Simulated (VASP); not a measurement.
# CdSe (Pnma) in VASP: further runs

CdSe is run at these levels: PBE; tasks: single point.

Program: VASP 6.6.1. These are calculated values, not measurements. Logs are shortened: lines on timing, memory, paths and dates and some standing lists are left out, and cuts for length are marked.

## 1. The cell of the first run

Symmetry: Pnma, No. 62, orthorhombic system. Conventional cell: a = 8.624 Å, b = 4.555 Å, c = 7.426 Å, α = 90.00°, β = 90.00°, γ = 90.00°. Within 3.5 Å of Cd (site symmetry m) lie 4 Se at 2.68 to 2.80 Å. Within 3.5 Å of Se (site symmetry m) lie 4 Cd at 2.68 to 2.80 Å.

## 2. Single point, PBE (36.47 Å³/atom)

INCAR reads:

```
SYSTEM = CdSe
  PREC = Accurate
  ENCUT = 520
  EDIFF = 1E-7
  ISMEAR = 0
  SIGMA = 0.02
  LREAL = .False.
  LASPH = .True.
  NELM = 80
  ALGO = Normal
  ISIF = 2
  LWAVE = .False.
  LCHARG = .True.
  GGA = PE
  LELF = .True.
  LVHAR = .True.
  NBANDS = 46
```

KPOINTS reads:

```
Automatic mesh
0
Gamma
  4 6 4
  0 0 0
```

POSCAR reads:

```
CdSe
1.0
    8.6237565450      0.0000000000      0.0000000000
    0.0000000000      4.5553280801      0.0000000000
    0.0000000000      0.0000000000      7.4262473498
Cd Se
4 4
Direct
    0.8405828191      0.7500000000      0.4033005790
    0.6594171809      0.2500000000      0.9033005790
    0.3405828191      0.7500000000      0.0966994210
    0.1594171809      0.2500000000      0.5966994210
    0.8353485928      0.2500000000      0.6060220577
    0.6646514072      0.7500000000      0.1060220577
    0.3353485928      0.2500000000      0.8939779423
    0.1646514072      0.7500000000      0.3939779423
```

Potentials or basis: VASP PAW PBE potentials, release 64 (Cd, Se).

On the command line:

```sh
$ cat potpaw_PBE.64/Cd/POTCAR potpaw_PBE.64/Se/POTCAR > POTCAR
$ mpirun -np 1 vasp_std > vasp.out
```

OUTCAR:

```text
SYSTEM = CdSe
   PREC = Accurate
   ENCUT = 520
   EDIFF = 1E-7
   ISMEAR = 0
   LREAL = .False.
   LASPH = .True.
   NELM = 80
   ISIF = 2
   GGA = PE

 ion  position               nearest neighbor table
   1  0.841  0.750  0.403-   6 2.68   5 2.73   5 2.73   8 2.80
   2  0.659  0.250  0.903-   5 2.68   6 2.73   6 2.73   7 2.80
   3  0.341  0.750  0.097-   8 2.68   7 2.73   7 2.73   6 2.80
   4  0.159  0.250  0.597-   7 2.68   8 2.73   8 2.73   5 2.80
   5  0.835  0.250  0.606-   2 2.68   1 2.73   1 2.73   4 2.80
   6  0.665  0.750  0.106-   1 2.68   2 2.73   2 2.73   3 2.80
   7  0.335  0.250  0.894-   4 2.68   3 2.73   3 2.73   2 2.80
   8  0.165  0.750  0.394-   3 2.68   4 2.73   4 2.73   1 2.80

  LATTYP: Found a simple orthorhombic cell.
 ALAT       =     4.5553280801
 B/A-ratio  =     1.6302332607
 C/A-ratio  =     1.8931142595

  Lattice vectors:

 A1 = (   0.0000000000,   4.5553280801,   0.0000000000)
 A2 = (   0.0000000000,   0.0000000000,   7.4262473498)
 A3 = (   8.6237565450,   0.0000000000,   0.0000000000)

Analysis of symmetry for initial positions (statically):
=====================================================================
 Subroutine PRICEL returns:
 Original cell was already a primitive cell.

 Routine SETGRP: Setting up the symmetry group for a
 simple orthorhombic supercell.

 Subroutine GETGRP returns: Found  8 space group operations
 (whereof  2 operations were pure point group operations)
 out of a pool of  8 trial point group operations.

The static configuration has the point symmetry S_2 .
 The point group associated with its full space group is D_2h.

Analysis of symmetry for dynamics (positions and initial velocities):
=====================================================================
 Subroutine PRICEL returns:
 Original cell was already a primitive cell.

 Routine SETGRP: Setting up the symmetry group for a
 simple orthorhombic supercell.

 Subroutine GETGRP returns: Found  8 space group operations
 (whereof  2 operations were pure point group operations)
 out of a pool of  8 trial point group operations.

The dynamic configuration has the point symmetry S_2 .
 The point group associated with its full space group is D_2h.

 Subroutine INISYM returns: Found  8 space group operations
 (whereof  2 operations are pure point group operations),
 and found     1 'primitive' translations

----------------------------------------------------------------------------------------

                                     Primitive cell

  volume of cell :     291.7330

  direct lattice vectors                    reciprocal lattice vectors
     8.623756545  0.000000000  0.000000000     0.115958747  0.000000000  0.000000000
     0.000000000  4.555328080  0.000000000     0.000000000  0.219523157  0.000000000
     0.000000000  0.000000000  7.426247350     0.000000000  0.000000000  0.134657513

  length of vectors
     8.623756545  4.555328080  7.426247350     0.115958747  0.219523157  0.134657513

  position of ions in fractional coordinates (direct lattice)
     0.840582819  0.750000000  0.403300579
     0.659417181  0.250000000  0.903300579
     0.340582819  0.750000000  0.096699421
     0.159417181  0.250000000  0.596699421
     0.835348593  0.250000000  0.606022058
     0.664651407  0.750000000  0.106022058
     0.335348593  0.250000000  0.893977942
     0.164651407  0.750000000  0.393977942

  ion indices of the primitive-cell ions
   primitive index   ion index
                 1           1
                 2           2
                 3           3
                 4           4
                 5           5
                 6           6
                 7           7
                 8           8

----------------------------------------------------------------------------------------

 KPOINTS: Automatic mesh

Automatic generation of k-mesh.
 Grid dimensions read from file:
 generate k-points for:    4    6    4

 Generating k-lattice:

  Cartesian coordinates                     Fractional coordinates (reciprocal lattice)
     0.028989687  0.000000000  0.000000000     0.250000000  0.000000000  0.000000000
     0.000000000  0.036587193  0.000000000     0.000000000  0.166666667  0.000000000
     0.000000000  0.000000000  0.033664378     0.000000000  0.000000000  0.250000000

  Length of vectors
     0.028989687  0.036587193  0.033664378

  Shift w.r.t. Gamma in fractional coordinates (k-lattice)
     0.000000000  0.000000000  0.000000000

 Subroutine IBZKPT returns following result:
 ===========================================

 Found     36 irreducible k-points:

 Following reciprocal coordinates:
            Coordinates               Weight
  0.000000  0.000000  0.000000      1.000000
  0.250000  0.000000  0.000000      2.000000
  0.500000  0.000000  0.000000      1.000000
  0.000000  0.166667  0.000000      2.000000
  0.250000  0.166667  0.000000      4.000000
  0.500000  0.166667  0.000000      2.000000
[... 16 lines left out ...]
  0.250000  0.500000  0.250000      4.000000
  0.500000  0.500000  0.250000      2.000000
 [... further k-points ...]
   k-points           NKPTS =     36   k-points in BZ     NKDIM =     36   number of bands    NBANDS=     46
   number of dos      NEDOS =    301   number of ions     NIONS =      8
   total plane-waves  NPLWV = 129024
   dimension x,y,z NGX =    64 NGY =   36 NGZ =   56
   dimension x,y,z NGXF=   128 NGYF=   72 NGZF=  112
   ions per type =               4   4
   NGX,Y,Z   is equivalent  to a cutoff of  12.34, 13.14, 12.54 a.u.
   NGXF,Y,Z  is equivalent  to a cutoff of  24.68, 26.28, 25.07 a.u.
 SYSTEM =  CdSe
   PREC   = accura    normal or accurate (medium, high low for compatibility)
   ISTART =      0    job   : 0-new  1-cont  2-samecut
   ICHARG =      2    charge: 1-file 2-atom 10-const
   ISPIN  =      1    spin polarized calculation?
   LNONCOLLINEAR =      F non collinear calculations
   LSORBIT =      F    spin-orbit coupling
   LASPH  =      T    aspherical Exc in radial PAW
   ENCUT  =  520.0 eV  38.22 Ry    6.18 a.u.  16.03  8.47 13.81*2*pi/ulx,y,z
   NELM   =     80;   NELMIN=  2; NELMDL= -5     # of ELM steps
   EDIFF  = 0.1E-06   stopping-criterion for ELM
   LREAL  =      F    real-space projection
   EDIFFG = 0.1E-05   stopping-criterion for IOM
   NSW    =      0    number of steps for IOM
   IBRION =     -1    ionic relax: 0-MD 1-quasi-New 2-CG
   NFREE  =      0    steps in history (QN), initial steepest desc. (CG)
   ISIF   =      2    stress and relaxation
   ISYM   =      2    0-nonsym 1-usesym 2-fastsym
   POTIM  = 0.5000    time-step for ionic-motion
   TEBEG  =    0.0;   TEEND  =   0.0 temperature during run
   PSTRESS=    0.0 pullay stress
   NELECT =      72.0000    total number of electrons
   NUPDOWN=      -1.0000    fix difference up-down
   EMIN   =  10.00;   EMAX   =-10.00  energy-range for DOS
   EFERMI =   0.00;   METHOD = LEGACY
   ISMEAR =     0;   SIGMA  =   0.02  broadening in eV -4-tet -1-fermi 0-gaus
   EFERMI_NEDOS =   21; number of points for ismear=-14 and -15
   IALGO  =     38    algorithm
   IMIX   =      4    mixing-type and parameters
     AMIX     =   0.40;   BMIX     =  1.00
     AMIX_MAG =   1.60;   BMIX_MAG =  1.00
  volume/ion in A,a.u.               =      36.47       246.09
  Fermi-wavevector in a.u.,A,eV,Ry     =   1.026890  1.940540 14.347378  1.054503
  Thomas-Fermi vector in A             =   2.160806
   LORBIT       =      0    0 simple, 1 ext, 2 COOP (PROOUT), +10 PAW based schemes
   GGA     = PE    functional components
   LHFCALC =     F    Hartree Fock is set to
   AEXX    =    0.0000 exact exchange contribution
   IVDW    =     0    specifies the selected vdW correction
   LEPSILON=     F    determine dielectric tensor
   LRPA    =     F    only Hartree local field effects (RPA)
 non-spin polarized calculation
 Gauss-broadening in eV      SIGMA  =   0.02
  energy-cutoff  :      520.00
  volume of cell :      291.73
 maximum number of plane-waves:      7896
   NGX = 33   NGY = 17   NGZ = 27

 number of electron      72.0000003 magnetization

 Free energy of the ion-electron system (eV)
  ---------------------------------------------------
  ext. energy  EPLUGINS =         0.00000000
  ---------------------------------------------------
  free energy    TOTEN  =       -21.33520179 eV

  energy without entropy =      -21.33520179  energy(sigma->0) =      -21.33520179

 E-fermi :  -0.5345     XC(G=0):  -7.5216

 val. band max:       -0.6760221055   @ k =   0.0000   0.0000   0.0000
 cond. band min:      -0.0772129816   @ k =   0.0000   0.0000   0.0000
 fundamental gap:      0.5988091238
 Fermi energy:        -0.5345234271

 k-point     1 :       0.0000    0.0000    0.0000
  band No.  band energies     occupation
      1     -12.6750      2.00000
      2     -12.4151      2.00000
      3     -12.3478      2.00000
      4     -12.2512      2.00000
      5      -8.3559      2.00000
      6      -8.3296      2.00000
[... 38 lines left out ...]
     45       5.3081      0.00000
     46       5.3836      0.00000

 k-point     2 :       0.2500    0.0000    0.0000
  band No.  band energies     occupation
      1     -12.6481      2.00000
      2     -12.4816      2.00000
      3     -12.3055      2.00000
      4     -12.2546      2.00000
      5      -8.3371      2.00000
      6      -8.3241      2.00000
[... 38 lines left out ...]
     45       5.2827      0.00000
     46       5.3320      0.00000

 k-point     3 :       0.5000    0.0000    0.0000
  band No.  band energies     occupation
      1     -12.5757      2.00000
      2     -12.5757      2.00000
      3     -12.2695      2.00000
      4     -12.2695      2.00000
      5      -8.3091      2.00000
      6      -8.3091      2.00000
[... 1018 lines left out ...]
     45       5.6798      0.00000
     46       5.6798      0.00000

 k-point    24 :       0.5000    0.5000    0.2500
  band No.  band energies     occupation
      1     -12.3370      2.00000
      2     -12.3370      2.00000
      3     -12.3370      2.00000
      4     -12.3370      2.00000
      5      -8.2495      2.00000
      6      -8.2495      2.00000
[... 38 lines left out ...]
     45       6.0216      0.00000
     46       6.0216      0.00000

 [... further k-points ...]

------------------------ aborting loop because EDIFF is reached ----------------------------------------

  FORCE on cell =-STRESS in cart. coord.  units (eV):
  Direction    XX          YY          ZZ          XY          YZ          ZX
  --------------------------------------------------------------------------------------
  -------------------------------------------------------------------------------------
  Total       -2.4309334     -2.4677341     -2.5170004      0.0000000     -0.0000000      0.0000000
  in kB      -13.3505168    -13.5526240    -13.8231909      0.0000000     -0.0000000      0.0000000
  external PRESSURE =     -13.5754439 kB  Pullay stress =       0.0000000 kB

 VOLUME and BASIS-vectors are now :
 -----------------------------------------------------------------------------
  energy-cutoff  :      520.00
  volume of cell :      291.73
      direct lattice vectors                 reciprocal lattice vectors
     8.623756545  0.000000000  0.000000000     0.115958747  0.000000000  0.000000000
     0.000000000  4.555328080  0.000000000     0.000000000  0.219523157  0.000000000
     0.000000000  0.000000000  7.426247350     0.000000000  0.000000000  0.134657513

 POSITION                                       TOTAL-FORCE (eV/Angst)
 -----------------------------------------------------------------------------------
      7.24898      3.41650      2.99501        -0.010490     -0.000000     -0.007960
      5.68665      1.13883      6.70813         0.010490      0.000000     -0.007960
      2.93710      3.41650      0.71811        -0.010490     -0.000000      0.007960
      1.37477      1.13883      4.43124         0.010490      0.000000      0.007960
      7.20384      1.13883      4.50047        -0.003508      0.000000      0.008285
      5.73179      3.41650      0.78735         0.003508      0.000000      0.008285
      2.89196      1.13883      6.63890        -0.003508      0.000000     -0.008285
      1.41991      3.41650      2.92578         0.003508     -0.000000     -0.008285
 -----------------------------------------------------------------------------------
    total drift:                               -0.000000      0.000000      0.000000

  FREE ENERGIE OF THE ION-ELECTRON SYSTEM (eV)
  ---------------------------------------------------
  free  energy   TOTEN  =       -21.3352017875 eV

  energy  without entropy=      -21.3352017875  energy(sigma->0) =      -21.33520179
```

Run time: 3.9 min. Hardware: 1 thread of Intel Xeon 6975P-C (Granite Rapids), shared host; peak memory 0.57 GiB.

Results:

```yaml
Free_energy: -21.3352 eV
Pressure: -1.4 GPa
Largest_force: 0.013 eV/Å
Band_gap_on_the_k_mesh: 0.60 eV
```

Forces on the atoms (eV/Å):
```
Cd  -0.010  0.000 -0.008
Cd   0.010  0.000 -0.008
Cd  -0.010  0.000  0.008
Cd   0.010  0.000  0.008
Se  -0.004  0.000  0.008
Se   0.004  0.000  0.008
Se  -0.004  0.000 -0.008
Se   0.004  0.000 -0.008
```

## 3. Single point, PBE (37.84 Å³/atom)

This run uses another cell than the first one, of 37.84 Å³/atom.

INCAR reads:

```
  ALGO = Normal
  EDIFF = 1E-6
  ENCUT = 520
  GGA = PE
  ISIF = 2
  ISMEAR = 0
  LASPH = T
  LCHARG = T
  LELF = T
  LREAL = F
  LVHAR = T
  LWAVE = F
  NBANDS = 46
  NELM = 100
  PREC = Accurate
  SIGMA = 0.02
```

KPOINTS reads:

```
k-points
0
Gamma
  4 6 4
```

POSCAR reads:

```
CdSe
1.0
    8.8088296552      0.0000000000      0.0000000000
    0.0000000000      4.6078393185      0.0000000000
    0.0000000000      0.0000000000      7.4585918236
Cd Se
4 4
Direct
    0.8418116418      0.7500000000      0.4031954480
    0.6581883582      0.2500000000      0.9031954480
    0.3418116418      0.7500000000      0.0968045520
    0.1581883582      0.2500000000      0.5968045520
    0.8377617627      0.2500000000      0.6065027854
    0.6622382373      0.7500000000      0.1065027854
    0.3377617627      0.2500000000      0.8934972146
    0.1622382373      0.7500000000      0.3934972146
```

Potentials or basis: VASP PAW PBE potentials, release 64 (Cd, Se).

On the command line:

```sh
$ cat potpaw_PBE.64/Cd/POTCAR potpaw_PBE.64/Se/POTCAR > POTCAR
$ mpirun -np 1 vasp_std > vasp.out
```

Wall time 11 min (1 thread of Intel Xeon Platinum 8259CL at 2.50GHz (Skylake/Cascade Lake), shared host); peak memory 0.59 GiB.

Results (log left out):

| Property | Result |
| --- | --- |
| Free energy | -21.2080 eV |
| Pressure | -2.3 GPa |
| Largest force | 0.012 eV/Å |
| Band gap on the k mesh | 0.53 eV |

Forces on the atoms (eV/Å):
```
Cd  -0.011  0.000 -0.006
Cd   0.011  0.000 -0.006
Cd  -0.011  0.000  0.006
Cd   0.011  0.000  0.006
Se  -0.003  0.000  0.007
Se   0.003  0.000  0.007
Se  -0.003  0.000 -0.007
Se   0.003  0.000 -0.007
```

Levels at points of the mesh, in eV from the valence-band top:
| k point | band 34 | band 35 | band 36 | band 37 | band 38 | band 39 |
| --- | --- | --- | --- | --- | --- | --- |
| (0.00, 0.00, 0.00) | -0.18 | -0.16 | 0.00 | 0.53 | 2.64 | 2.94 |
| (0.50, 0.00, 0.00) | -0.38 | -0.18 | -0.18 | 1.96 | 1.96 | 3.19 |
| (0.00, 0.50, 0.00) | -1.07 | -0.57 | -0.57 | 3.22 | 3.22 | 3.45 |
| (0.50, 0.50, 0.00) | -0.79 | -0.79 | -0.79 | 3.58 | 3.58 | 3.58 |
| (0.00, 0.00, 0.50) | -0.61 | -0.37 | -0.37 | 2.46 | 2.46 | 3.10 |
| (0.50, 0.00, 0.50) | -0.38 | -0.33 | -0.33 | 2.39 | 2.39 | 2.74 |
| (0.00, 0.50, 0.50) | -0.63 | -0.33 | -0.33 | 2.62 | 2.62 | 3.41 |
| (0.50, 0.50, 0.50) | -0.90 | -0.90 | -0.90 | 3.10 | 3.10 | 3.10 |
